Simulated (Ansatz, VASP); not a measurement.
## Sc in VASP and in Ansatz

INCAR

```
PREC = Accurate ; ENCUT = 520
EDIFF = 1E-6 ; ISMEAR = -1
SIGMA = 0.03 ; LREAL = F
LASPH = T ; NELM = 80
ALGO = Normal ; ISIF = 2
LWAVE = F ; LCHARG = F
GGA = PS ; NBANDS = 12
```

The input KPOINTS:

```
Automatic mesh
0
Gamma
  12 12 12
```

File POSCAR:

```
Sc
1.0
    0.0000000000      2.2705000000      2.3159100000
    2.2705000000      0.0000000000      2.3159100000
    2.2705000000      2.2705000000      0.0000000000
Sc
1
Direct
    0.0000000000      0.0000000000      0.0000000000
```

Input for Ansatz:

```yaml
crystal:
  lattice:
    - [0.0, 2.2705, 2.31591]
    - [2.2705, 0.0, 2.31591]
    - [2.2705, 2.2705, 0.0]
  atoms:
    - { symbol: Sc, position: [0.0, 0.0, 0.0] }
kpoints:
  mp_grid: { grid: [12, 12, 12] }
  band_path:
    path:
      - [0.0, 0.0, 0.0]
      - [0.0, 0.5, 0.5]
      - [0.25, 0.75, 0.5]
      - [0.0, 0.5, 0.0]
      - [0.0, 0.0, 0.0]
      - [0.5, 0.5, 0.0]
      - [0.3701460977, 0.6298539023, 0.0]
      - [-0.3701460977, 0.3701460977, 0.0]
      - [0.0, 0.0, 0.0]
    npoints: 5
scf:
  occupations: { method: fermi_dirac, width: 0.03 }
hamiltonian:
  xc: pbesol
  pseudopotentials: { kind: all_electron, lapw: { basis_error: 0.00025 } }
output:
  forces: true
  stress: true
  eigenvalues: true
```

Change from the starting cell: zz strain of +2 %.

Alike in both runs: task single point; functional PBEsol; k mesh 12 × 12 × 12; occupations fermi-dirac, width 0.03 eV; no spin polarisation.

|  | VASP | Ansatz |
| --- | --- | --- |
| version | VASP 6.6.1 | Ansatz 0.2.0 |
| potentials or method | VASP PAW PBE potentials, release 64 (Sc_sv), cutoff 520 eV | all-electron LAPW, scalar-relativistic |

Ansatz gave:

| Quantity | Value |
| --- | --- |
| pressure (GPa) | -0.6 |
| traceless stress, the component that is largest in VASP (GPa) | -0.46 |

Q: Estimate VASP's values.

A: Pressure (GPa): -0.6; traceless stress, the component that is largest in VASP (GPa): -0.45.

VASP's potentials were made for PBE, not for PBEsol. Ansatz ran all-electron here, and VASP with PAW potentials.
